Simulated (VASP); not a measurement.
# MgO in VASP: notebook, part 2 of 2

VASP 6.6.1. The steps go on from the part before.

## Step 3: Single point, r2SCAN (shear of c along a, cell held: +4.0 %)

POSCAR reads:

```
MgO
1.0
    2.1022009521      2.1022009521      0.0000000000
   -2.1022009521      2.1022009521      0.0000000000
    0.1189184439      0.1189184439      4.2044019043
Mg O
2 2
Direct
    0.0000000000      0.0000000000      0.0000000000
    0.5000000000      0.5000000000      0.5000000000
    0.5000000000      0.5000000000      0.0000000000
    0.0000000000      0.0000000000      0.5000000000
```

INCAR.step1 reads:

```
SYSTEM = MgO
  PREC = Accurate
  ENCUT = 920
  ISMEAR = 0
  SIGMA = 0.02
  LREAL = .FALSE.
  LASPH = .TRUE.
  NELM = 120
  NBANDS = 24
  GGA = PE
  ALGO = Normal
  EDIFF = 1E-5
  LWAVE = .TRUE.
  LCHARG = .FALSE.
  GGA_COMPAT = .FALSE.
```

INCAR.step2 reads:

```
SYSTEM = MgO
  PREC = Accurate
  ENCUT = 920
  EDIFF = 1E-6
  ISMEAR = 0
  SIGMA = 0.02
  LREAL = .FALSE.
  LASPH = .TRUE.
  NELM = 120
  ALGO = Normal
  ISIF = 2
  LWAVE = .FALSE.
  LCHARG = .TRUE.
  METAGGA = R2SCAN
  LMIXTAU = .TRUE.
  LELF = .TRUE.
  LVHAR = .TRUE.
  NBANDS = 24
  ISTART = 1
  GGA_COMPAT = .FALSE.
```

KPOINTS reads:

```
regular mesh
0
G
  8 8 6
  0 0 0
```

Potentials or basis: VASP PAW PBE potentials, release 64 (Mg_sv, O).

On the command line:

```bash
$ cat potpaw_PBE.64/Mg_sv/POTCAR potpaw_PBE.64/O/POTCAR > POTCAR
$ cp INCAR.step1 INCAR
$ mpirun -np 1 vasp_std > vasp.out
$ cp INCAR.step2 INCAR
$ mpirun -np 1 vasp_std > vasp.out
```

OUTCAR:

```text
SYSTEM = MgO
   PREC = Accurate
   ENCUT = 920
   EDIFF = 1E-6
   ISMEAR = 0
   LREAL = .FALSE.
   LASPH = .TRUE.
   NELM = 120
   ISIF = 2
   METAGGA = R2SCAN
   ISTART = 1

 ion  position               nearest neighbor table
   1  0.000  0.000  0.000-   3 2.10   3 2.10   3 2.10   3 2.10   4 2.10   4 2.10
   2  0.500  0.500  0.500-   4 2.10   4 2.10   4 2.10   4 2.10   3 2.10   3 2.10
   3  0.500  0.500  0.000-   1 2.10   1 2.10   1 2.10   1 2.10   2 2.10   2 2.10
   4  0.000  0.000  0.500-   2 2.10   2 2.10   2 2.10   2 2.10   1 2.10   1 2.10

  LATTYP: Found a simple monoclinic cell.
 ALAT       =     2.9729610973
[... 872 lines left out ...]
  --------------------------------------------------------------------------------------
  -------------------------------------------------------------------------------------
  Total        0.1238512      0.1238512      0.1928902     -0.0874503     -1.0271717     -1.0271717
  in kB        5.3398381      5.3398381      8.3164536     -3.7704161    -44.2864571    -44.2864593
  external PRESSURE =       6.3320433 kB  Pullay stress =       0.0000000 kB

 VOLUME and BASIS-vectors are now :
 -----------------------------------------------------------------------------
  energy-cutoff  :      920.00
  volume of cell :       37.16
      direct lattice vectors                 reciprocal lattice vectors
     2.102200952  2.102200952  0.000000000     0.237845958  0.237845958 -0.013454599
    -2.102200952  2.102200952  0.000000000    -0.237845958  0.237845958  0.000000000
     0.118918444  0.118918444  4.204401904     0.000000000  0.000000000  0.237845958

 POSITION                                       TOTAL-FORCE (eV/Angst)
 -----------------------------------------------------------------------------------
      0.00000      0.00000      0.00000        -0.000000      0.000000      0.000000
      0.05946      2.16166      2.10220         0.000000      0.000000     -0.000000
      0.00000      2.10220      0.00000        -0.000000     -0.000000      0.000000
      0.05946      0.05946      2.10220        -0.000000      0.000000      0.000000
 -----------------------------------------------------------------------------------
    total drift:                               -0.000000      0.000000      0.000000

  FREE ENERGIE OF THE ION-ELECTRON SYSTEM (eV)
  ---------------------------------------------------
  free  energy   TOTEN  =       -32.2818027132 eV

  energy  without entropy=      -32.2818027132  energy(sigma->0) =      -32.28180271
```

Wall time 5.2 min (1 thread of Intel Xeon 6975P-C (Granite Rapids), shared host); peak memory 0.35 GiB.

What came out:

```yaml
Free_energy: -32.2818 eV
Pressure: 0.6 GPa
Band_gap_on_the_k_mesh: 5.53 eV
```

Caveat: the cell differs from its parent crystal (shear of c along a, cell held: +4.0 %); the PAW data sets were made with another functional, which shifts forces and pressure a little.

## Step 4: Single point, r2SCAN

This run uses another cell than the first one, of 9.42 Å³/atom.

POSCAR reads:

```
MgO
1.0
    2.1232229630      2.1232229630      0.0000000000
   -2.1232229630      2.1232229630      0.0000000000
    0.0000000000      0.0000000000      4.1795251444
Mg O
2 2
Direct
    0.0000000000      0.0000000000      0.0000000000
    0.5000000000      0.5000000000      0.5000000000
    0.5000000000      0.5000000000      0.0000000000
    0.0000000000      0.0000000000      0.5000000000
```

INCAR.step1 reads:

```
SYSTEM = MgO
ALGO = Normal ; EDIFF = 1E-5
ENCUT = 920 ; GGA = PE
GGA_COMPAT = .FALSE. ; ISMEAR = 0
LASPH = .TRUE. ; LCHARG = .FALSE.
LREAL = .FALSE. ; LWAVE = .TRUE.
NBANDS = 24 ; NELM = 120
PREC = Accurate ; SIGMA = 0.02
```

INCAR.step2 reads:

```
SYSTEM = MgO
ALGO = Normal ; EDIFF = 1E-6
ENCUT = 920 ; GGA_COMPAT = .FALSE.
ISIF = 2 ; ISMEAR = 0
ISTART = 1 ; LASPH = .TRUE.
LCHARG = .FALSE. ; LMIXTAU = .TRUE.
LREAL = .FALSE. ; LWAVE = .FALSE.
METAGGA = R2SCAN ; NBANDS = 24
NELM = 120 ; PREC = Accurate
SIGMA = 0.02
```

KPOINTS reads:

```
k-points
0
G
  8 8 6
  0 0 0
```

On the command line:

```bash
$ cat potpaw_PBE.64/Mg_sv/POTCAR potpaw_PBE.64/O/POTCAR > POTCAR
$ cp INCAR.step1 INCAR
$ mpirun -np 1 vasp_std > vasp.out
$ cp INCAR.step2 INCAR
$ mpirun -np 1 vasp_std > vasp.out
```

Run time: 5.6 min. Hardware: 1 thread of Intel Xeon Platinum 8375C at 2.90GHz (Ice Lake), shared host; peak memory 0.26 GiB.

It converged, with:

```yaml
Free_energy: -32.3064 eV
Pressure: -1.5 GPa
Band_gap_on_the_k_mesh: 5.55 eV
```

Stress tensor (GPa, compression positive):
```
-2.60  0.00  0.00
 0.00 -2.60  0.00
 0.00  0.00  0.73
```

Levels at points of the mesh, in eV from the valence-band top:
| k point | band 13 | band 14 | band 15 | band 16 | band 17 | band 18 | band 19 | band 20 |
| --- | --- | --- | --- | --- | --- | --- | --- | --- |
| (0.00, 0.00, 0.00) | -1.41 | -0.04 | 0.00 | 0.00 | 5.55 | 9.91 | 11.03 | 14.35 |
| (0.50, 0.00, 0.00) | -1.99 | -1.99 | -0.69 | -0.69 | 10.37 | 10.37 | 12.88 | 12.88 |
| (0.50, 0.50, 0.00) | -1.39 | -1.39 | -1.29 | -1.29 | 10.08 | 10.08 | 11.05 | 11.05 |
| (0.00, 0.00, 0.50) | -0.77 | -0.77 | -0.77 | -0.77 | 8.94 | 8.94 | 12.04 | 12.04 |
| (0.50, 0.00, 0.50) | -0.69 | -0.69 | -0.66 | -0.66 | 8.76 | 8.76 | 13.73 | 13.73 |
| (0.50, 0.50, 0.50) | -2.92 | -2.92 | -1.82 | -1.82 | 12.65 | 12.65 | 12.65 | 12.65 |

Caveat: the PAW data sets were made with another functional, which shifts forces and pressure a little.

## Step 5: Summary

```tsv
cell	gap on the mesh (eV)	pressure (GPa)
a = 2.914, b = 2.914, c = 4.259 Å, 4 atoms	5.93	5.8
a = 2.973, b = 2.973, c = 4.208 Å, angles 90.0, 87.7, 90.0°, 4 atoms	5.53	0.6
a = 3.003, b = 3.003, c = 4.180 Å, 4 atoms	5.55	-1.5
```

Alike in all rows: task single point; level r2SCAN; potentials or basis VASP PAW PBE potentials, release 64 (Mg_sv, O); no spin polarisation; k mesh 8 × 8 × 6; cutoff (eV) 920; smearing gaussian 0.02 eV.

Caveats: the PAW data sets were made with another functional, which shifts forces and pressure a little; the stress differs along the axes, from 0 to 8 GPa (at least some runs).

Absolute energies hang on the potentials; compare differences alone.
